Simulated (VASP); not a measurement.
# Pb: single point with HSE06

The system is Pb.

```
Pb
1.0
     0.00000    2.47502    2.47502
     2.47502    0.00000    2.47502
     2.47502    2.47502    0.00000
Pb
1
Cartesian
  0.0000 0.0000 0.0000
```

```yaml
Program: VASP 6.6.1
Task: single point
Functional: HSE06
Potentials_or_basis: VASP PAW PBE potentials, release 64 (Pb_d)
Cutoff: 520 eV
k_mesh: 4 × 4 × 4
Occupations: fermi-dirac, width 0.05 eV
Spin: non-collinear spin, zero start, spin-orbit coupling
Starting_moments: "[[0.0, 0.0, 0.0]] μB"
Dipole_correction: no
Grid_for_exact_exchange_PRECFOCK: Normal
Further_INCAR_settings: ALGO = Normal; EDIFF = 1e-06; NBANDS = 25
Share_of_exact_exchange: 0.25
Screening_parameter: 0.2079 1/Å
```

```
Pressure                                              : 0.2 GPa
Net moment                                            : 0.00 μB per cell
Valence electrons inside the program's atomic spheres : Pb 11.97
```

Moments on the atoms (μB; x, y, z):
```
Pb  0.00 0.00 0.00
```

It took 17 min on 1 thread of Intel(R) Xeon(R) Platinum 8259CL CPU @ 2.50GHz (Skylake/Cascade Lake), on a shared host, peak memory 0.34 GiB.

Caveat: the k points lie up to 0.55 Å⁻¹ apart; the PAW data sets were made with another functional, which shifts forces and pressure a little.
